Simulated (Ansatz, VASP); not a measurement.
Two plane-wave programs on Cu

Contents of INCAR:

```
SYSTEM = Cu
  PREC = Accurate
  ENCUT = 520
  EDIFF = 1E-7
  ISMEAR = -1
  SIGMA = 0.1
  LREAL = .False.
  LASPH = .True.
  NELM = 60
  ALGO = Normal
  ISIF = 2
  LWAVE = .False.
  LCHARG = .False.
  LDIPOL = .True.
  IDIPOL = 3
  DIPOL = 0.5 0.5 0.500
  GGA = PS
  ISYM = 0
  NBANDS = 48
  KPAR = 4
```

File KPOINTS:

```
Automatic mesh
0
Gamma
  18 18 1
  0 0 0
```

The input POSCAR:

```
Cu
1.0
    2.5198192012      0.0000000000      0.0000000000
   -1.2599096006      2.1822274411      0.0000000000
    0.0000000000      0.0000000000     28.3445000000
Cu
7
Direct
    0.0000000000      0.0000000000      0.2822409536
    0.3333333340      0.6666666660      0.3548273023
    0.6666666670      0.3333333330      0.4274136510
    0.0000000000      0.0000000000      0.4999999997
    0.3333333340      0.6666666660      0.5725863490
    0.6666666670      0.3333333330      0.6451726977
    0.0000000000      0.0000000000      0.7177590464
```

Input for Ansatz:

```yaml
crystal:
  lattice:
    - [2.5198192012, 0.0, 0.0]
    - [-1.2599096006, 2.1822274411, 0.0]
    - [0.0, 0.0, 28.3445]
  atoms:
    - { symbol: Cu, position: [0.0, 0.0, 0.2822409536] }
    - { symbol: Cu, position: [0.333333334, 0.666666666, 0.3548273023] }
    - { symbol: Cu, position: [0.666666667, 0.333333333, 0.427413651] }
    - { symbol: Cu, position: [0.0, 0.0, 0.4999999997] }
    - { symbol: Cu, position: [0.333333334, 0.666666666, 0.572586349] }
    - { symbol: Cu, position: [0.666666667, 0.333333333, 0.6451726977] }
    - { symbol: Cu, position: [0.0, 0.0, 0.7177590464] }
  symmetry: { detect: false }
kpoints:
  mp_grid: { grid: [18, 18, 1] }
scf:
  occupations: { method: fermi_dirac, width: 0.1 }
  lower_state_search: light
hamiltonian:
  xc: pbesol
  pseudopotentials: { kind: paw }
output:
  forces: true
  stress: true
  eigenvalues: true
  populations: true
efield:
  axis: 3
  amplitude: 0
  dipole_correction: true
```

Alike in both runs: task single point; functional PBEsol; k mesh 18 × 18 × 1; occupations fermi-dirac, width 0.1 eV; no spin polarisation.

|  | VASP | Ansatz |
| --- | --- | --- |
| version | VASP 6.6.1 | Ansatz 0.2.0 |
| potentials or method | VASP PAW PBE potentials, release 64 (Cu) | PAW with Ansatz's default frozen-core files, scalar-relativistic |
| plane-wave cutoff (eV) | 520 | 420 |
| valence electrons in the cell | 77 | 133 |

```tsv
	VASP	Ansatz	Ansatz less VASP
gap on the k mesh at the Fermi level (eV)	none	none	-
rms of the force components (eV/Å)	0.026	0.032	+0.0057
```

VASP's potentials were made for PBE, not for PBEsol. Atom by atom the forces differ by 0.007 eV/Å (rms over components). A gap of «none» marks a metal or a gap that the smearing closes. With one functional, cell and mesh, what is left measures potentials, basis and numerics. VASP's potentials hold 77 valence electrons a cell and Ansatz's 133, so a difference there can come from the potentials and not from the codes.
